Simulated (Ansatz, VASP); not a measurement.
**C: VASP beside Ansatz**

File INCAR:

```
SYSTEM = C
ALGO = Normal
EDIFF = 1E-6
ENCUT = 520
GGA = CA
ISIF = 2
ISMEAR = 0
LASPH = .True.
LCHARG = .False.
LREAL = .False.
LWAVE = .False.
NBANDS = 26
NELM = 80
PREC = Accurate
SIGMA = 0.03
```

The input KPOINTS:

```
k-points
0
Gamma
  15 15 3
  0 0 0
```

Contents of POSCAR:

```
C
1.0
   -1.2226660053     -2.1164534110      0.0000000000
    1.2226660053     -2.1164534110      0.0000000000
    0.5434071135     -1.8812919209     13.4515291704
C
8
Direct
    0.3055186559      0.2499631004      0.1250000000
    0.7499631004      0.5832964337      0.3750000000
    0.1944075448     -0.0833702330      0.6250000000
    0.6388519893      0.2499631004      0.8750000000
    0.6389257885      0.5833702330      0.1250000000
    0.0833702330     -0.0832964337      0.3750000000
    0.5278146774      0.2500368996      0.6250000000
   -0.0277408781     -0.4166297670      0.8750000000
```

Input for Ansatz:

```yaml
crystal:
  lattice:
    - [-1.2226660053, -2.116453411, 0.0]
    - [1.2226660053, -2.116453411, 0.0]
    - [0.5434071135, -1.8812919209, 13.4515291704]
  atoms:
    - { symbol: C, position: [0.3055186559, 0.2499631004, 0.125] }
    - { symbol: C, position: [0.7499631004, 0.5832964337, 0.375] }
    - { symbol: C, position: [0.1944075448, -0.083370233, 0.625] }
    - { symbol: C, position: [0.6388519893, 0.2499631004, 0.875] }
    - { symbol: C, position: [0.6389257885, 0.583370233, 0.125] }
    - { symbol: C, position: [0.083370233, -0.0832964337, 0.375] }
    - { symbol: C, position: [0.5278146774, 0.2500368996, 0.625] }
    - { symbol: C, position: [-0.0277408781, -0.416629767, 0.875] }
basis:
  ecutwfc: 520.0
kpoints:
  mp_grid: { grid: [15, 15, 3] }
hamiltonian:
  xc: lda
  pseudopotentials: { kind: paw, azcp: { folder: soft_1 } }
scf:
  occupations: { method: gaussian, width: 0.03 }
output:
  forces: true
  stress: true
  eigenvalues: true
```

Alike in both runs: task single point; functional LDA; k mesh 15 × 15 × 3; occupations gaussian, width 0.03 eV; no spin polarisation.

|  | VASP | Ansatz |
| --- | --- | --- |
| version | VASP 6.6.1 | Ansatz 0.2.0 |
| potentials or method | VASP PAW LDA potentials, release 64 (C), cutoff 520 eV | scalar-relativistic, plane waves, PAW |
| valence electrons in the cell | 32 | 32 |

|  | VASP | Ansatz | Ansatz less VASP |
| --- | --- | --- | --- |
| gap on the k mesh at the Fermi level (eV) | 0.12 | 0.12 | 0.000 |
| least direct gap on the mesh (eV) | 0.12 | 0.12 | 0.000 |
| pressure (GPa) | 0.9 | 0.1 | -0.89 |
| traceless stress, the component that is largest in VASP (GPa) | -0.85 | 0.17 | +1.019 |
| rms of the force components (eV/Å) | 0.009 | 0.009 | 0.0000 |

Ansatz warns that its potentials were made for another functional, while VASP's fit it. LDA's correlation is that of Perdew and Zunger in VASP and of Perdew and Wang (1992) in Ansatz. Atom by atom the forces differ by 0.000 eV/Å (rms over components).
